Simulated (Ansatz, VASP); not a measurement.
# One calculation of SiO2, two programs

```
Si O
1.0
    -2.47324    2.47324    3.65636
     2.47324   -2.47324    3.65636
     2.47324    2.47324   -3.65636
Si O
2 4
Direct
  0.00000 0.00000 0.00000
  0.75000 0.25000 0.50000
  0.97317 0.62500 0.84817
  0.37500 0.22317 0.34817
  0.77683 0.12500 0.15183
  0.87500 0.02683 0.65183
```

Alike in both runs: functional r2SCAN; k mesh 8 × 8 × 8; occupations gaussian, width 0.02 eV; no spin polarisation.

Ansatz relaxed the structure, and its values are those at the end. VASP's run is a single point on that final structure, the one shown.

```csv
,VASP,Ansatz
version,VASP 6.6.1,Ansatz 0.2.0
potentials or method,"VASP PAW PBE potentials, release 64 (Si, O), cutoff 520 eV","scalar-relativistic, plane waves, PAW"
valence electrons in the cell,32,32
```

|  | VASP | Ansatz | Ansatz less VASP |
| --- | --- | --- | --- |
| gap on the k mesh at the Fermi level (eV) | 6.56 | 6.56 | +0.001 |
| least direct gap on the mesh (eV) | 6.56 | 6.56 | +0.001 |
| pressure (GPa) | 0.2 | 0.0 | -0.18 |

VASP's potentials were made for PBE, not for r2SCAN. With one functional, cell and mesh, what is left measures potentials, basis and numerics.
